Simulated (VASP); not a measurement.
A run of VASP 6.6.1:

The input INCAR:

```
SYSTEM = Zr7CoO16
PREC = Accurate ; ENCUT = 600
EDIFF = 1E-6 ; ISMEAR = 0
SIGMA = 0.05 ; LREAL = .False.
LASPH = .True. ; NELM = 200
ALGO = Normal ; ISIF = 2
LWAVE = .False. ; LCHARG = .True.
ISPIN = 2 ; MAGMOM = 2.16 0 0 0 0 0 0.01 0 0.35 0 0.11 0.01 0.01 0.02 0.01 0.12 0.01 0.04 0 0.01 0.01 0 0.06 0.01
LORBIT = 11 ; LMAXMIX = 4
GGA = PS ; LVHAR = .True.
NBANDS = 116 ; GGA_COMPAT = .False.
KPAR = 4
```

KPOINTS

```
Automatic mesh
0
Gamma
  3 3 3
  0 0 0
```

The input POSCAR:

```
Zr7CoO16
1.0
   10.2840800000      0.0000000000      0.0000000000
    5.1420400000      5.2086900000      0.0000000000
    4.2956000000      0.0000000000      5.2419900000
Co Zr O
1 7 16
Direct
    0.0068164376      0.0505627012      0.1629537776
    0.5080195274      0.0439870511      0.2154572255
    0.9416031450      0.5346591041      0.3022182261
    0.4414473278      0.5464290120      0.2874111426
    0.4819110574      0.9559208534      0.7967311292
    0.9906037955      0.9571940525      0.7775257486
    0.5594141896      0.4490768270      0.7108376147
    0.0499764110      0.4697677826      0.7109948808
    0.7152919879      0.3130576863      0.3393078573
    0.1914957621      0.3273959310      0.3550381709
    0.9877961765      0.8322675682      0.1395582150
    0.4868615714      0.8188802391      0.1473549954
    0.8042713333      0.6829990648      0.6484462056
    0.3121987160      0.6689005449      0.6408994340
    0.5122593061      0.1771503312      0.8573374890
    0.0350697823      0.1631749052      0.8376627924
    0.6049262672      0.7632881829      0.4785407772
    0.1039099876      0.7687304478      0.4730795062
    0.1204446759      0.2408937279      0.0418843908
    0.6355852917      0.2454464963      0.0323107969
    0.8775599230      0.2733954474      0.5550209038
    0.3836414874      0.2511993655      0.5325270808
    0.3761263756      0.7281754582      0.9744082893
    0.8727694648      0.7374472192      0.9824933504
```

Potentials or basis: VASP PAW PBE potentials, release 64 (Co, Zr_sv, O).

Command:

```console
$ cat potpaw_PBE.64/Co/POTCAR potpaw_PBE.64/Zr_sv/POTCAR potpaw_PBE.64/O/POTCAR > POTCAR
$ mpirun -np 4 vasp_std > vasp.out
```

Hardware: 4 MPI ranks on Intel(R) Xeon(R) 6975P-C (Granite Rapids), with other jobs on the host.

Q: How long does it take, and how much memory?

A: Wall time 12 min on 4 MPI ranks on Intel(R) Xeon(R) 6975P-C (Granite Rapids) (shared host), peak memory 1.4 GiB a rank. Counts: scf iterations 30, k points 14.
